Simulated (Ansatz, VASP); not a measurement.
One calculation of Ge, two programs

INCAR

```
SYSTEM = Ge
  PREC = Accurate
  ENCUT = 520
  EDIFF = 1E-7
  ISMEAR = 0
  SIGMA = 0.15
  LREAL = .False.
  LASPH = .True.
  NELM = 100
  ALGO = Normal
  ISIF = 2
  LWAVE = .False.
  LCHARG = .True.
  GGA = PS
  LELF = .True.
  LVHAR = .True.
  NBANDS = 21
```

Contents of KPOINTS:

```
regular mesh
0
Gamma
  22 22 22
  0 0 0
```

Contents of POSCAR:

```
Ge
1.0
   -2.5329584288      2.5329584288      1.4436132770
    2.5329584288     -2.5329584288      1.4436132770
    2.5329584288      2.5329584288     -1.4436132770
Ge
2
Direct
    0.2500000000      0.7500000000      0.5000000000
    0.5000000000      0.5000000000      0.0000000000
```

Input for Ansatz:

```yaml
crystal:
  lattice:
    - [-2.5329584288, 2.5329584288, 1.443613277]
    - [2.5329584288, -2.5329584288, 1.443613277]
    - [2.5329584288, 2.5329584288, -1.443613277]
  atoms:
    - { symbol: Ge, position: [0.25, 0.75, 0.5] }
    - { symbol: Ge, position: [0.5, 0.5, 0.0] }
basis:
  ecutwfc: 420
kpoints:
  mp_grid: { grid: [22, 22, 22] }
hamiltonian:
  xc: pbesol
scf:
  occupations: { method: gaussian, width: 0.15 }
output:
  forces: true
  stress: true
  eigenvalues: true
```

Alike in both runs: task single point; functional PBEsol; k mesh 22 × 22 × 22; occupations gaussian, width 0.15 eV; no spin polarisation.

|  | VASP | Ansatz |
| --- | --- | --- |
| version | VASP 6.6.1 | Ansatz 0.2.0 |
| potentials or method | VASP PAW PBE potentials, release 64 (Ge_d), cutoff 520 eV | scalar-relativistic, plane waves, PAW |
| valence electrons in the cell | 28 | 28 |

```csv
,VASP,Ansatz,Ansatz less VASP
gap on the k mesh at the Fermi level (eV),none,none,-
pressure (GPa),-0.6,-0.5,+0.09
"traceless stress, the component that is largest in VASP (GPa)",-1.48,-1.50,-0.021
```

VASP's potentials were made for PBE, not for PBEsol. A gap of «none» marks a metal or a gap that the smearing closes.
